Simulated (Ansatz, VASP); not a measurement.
**One calculation of ZnS, two programs**

File INCAR:

```
ALGO = Normal
EDIFF = 1E-6
ENCUT = 520
GGA = PS
ISIF = 2
ISMEAR = 0
LASPH = T
LCHARG = F
LREAL = F
LWAVE = F
NBANDS = 26
NELM = 60
PREC = Accurate
SIGMA = 0.05
```

The input KPOINTS:

```
k-points
0
Gamma
  9 9 6
```

File POSCAR:

```
ZnS
1.0
    3.7259078778      0.0000000000      0.0000000000
   -1.8629539389      3.2267308744      0.0000000000
    0.0000000000      0.0000000000      6.9067154331
Zn S
2 2
Direct
    0.3333333333      0.6666666667      0.0054424479
    0.6666666667      0.3333333333      0.5054424479
    0.3333333333      0.6666666667      0.3795575521
    0.6666666667      0.3333333333      0.8795575521
```

Input for Ansatz:

```yaml
crystal:
  lattice:
    - [3.7259078778, 0.0, 0.0]
    - [-1.8629539389, 3.2267308744, 0.0]
    - [0.0, 0.0, 6.9067154331]
  atoms:
    - { symbol: Zn, position: [0.3333333333, 0.6666666667, 0.0054424479] }
    - { symbol: Zn, position: [0.6666666667, 0.3333333333, 0.5054424479] }
    - { symbol: S, position: [0.3333333333, 0.6666666667, 0.3795575521] }
    - { symbol: S, position: [0.6666666667, 0.3333333333, 0.8795575521] }
basis:
  ecutwfc: 520.0
kpoints:
  mp_grid: { grid: [9, 9, 6] }
hamiltonian:
  xc: pbesol
  pseudopotentials: { kind: paw }
scf:
  occupations: { method: gaussian, width: 0.05 }
output:
  forces: true
  stress: true
  eigenvalues: true
```

Alike in both runs: task single point; functional PBEsol; k mesh 9 × 9 × 6; occupations gaussian, width 0.05 eV; no spin polarisation.

|  | VASP | Ansatz |
| --- | --- | --- |
| version | VASP 6.6.1 | Ansatz 0.2.0 |
| potentials or method | VASP PAW PBE potentials, release 64 (Zn, S), cutoff 520 eV | scalar-relativistic, plane waves, PAW |
| valence electrons in the cell | 36 | 36 |

```csv
,VASP,Ansatz,Ansatz less VASP
gap on the k mesh at the Fermi level (eV),1.40,1.41,+0.002
least direct gap on the mesh (eV),1.40,1.41,+0.002
pressure (GPa),-3.5,-3.7,-0.19
"traceless stress, the component that is largest in VASP (GPa)",-7.81,-7.76,+0.052
rms of the force components (eV/Å),0.106,0.101,-0.0049
```

VASP's potentials were made for PBE, not for PBEsol. Atom by atom the forces differ by 0.005 eV/Å (rms over components).
